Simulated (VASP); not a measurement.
A run of VASP 6.6.1 is set up as follows.

Contents of INCAR:

```
SYSTEM = H6C2S
ALGO = Normal
EDIFF = 1E-6
ENCUT = 1000
GGA = PE
GGA_COMPAT = .False.
ISIF = 2
ISMEAR = 0
ISYM = 0
IVDW = 12
LASPH = .True.
LCHARG = .True.
LELF = .True.
LREAL = .False.
LVHAR = .True.
LWAVE = .False.
NBANDS = 20
NELM = 120
NELMDL = -8
PREC = Accurate
SIGMA = 0.005
```

Contents of KPOINTS:

```
k-points
0
Gamma
  1 1 1
  0 0 0
```

POSCAR

```
H6C2S
1.0
   15.4196236952      0.0000000000      0.0000000000
    0.0000000000     14.5000000000      0.0000000000
    0.0000000000      0.0000000000     15.0000000000
C S H
2 1 6
Direct
    0.5843427277      0.5422611194      0.5140883482
    0.4130564441      0.4966253957      0.4848605213
    0.5012312328      0.5563302253      0.4299752198
    0.5985719912      0.4690354430      0.5256624116
    0.6429820694      0.5761294168      0.4888829707
    0.5652688093      0.5751680348      0.5770322959
    0.4293953421      0.4239621530      0.4967953575
    0.3569599297      0.4999231149      0.4400794759
    0.3961125631      0.5301022296      0.5481673020
```

Potentials or basis: VASP PAW PBE potentials, release 64 (C_h, S, H_h).

Run with:

```sh
$ cat potpaw_PBE.64/C_h/POTCAR potpaw_PBE.64/S/POTCAR potpaw_PBE.64/H_h/POTCAR > POTCAR
$ mpirun -np 1 vasp_gam > vasp.out
```

(1) Estimate the largest force.

(2) What does it give for the gap between the frontier levels?

(3) What does it give for the dispersion energy per atom?

Results:

(1) 0.096 eV/Å.

(2) 4.47 eV.

(3) -0.017 eV.
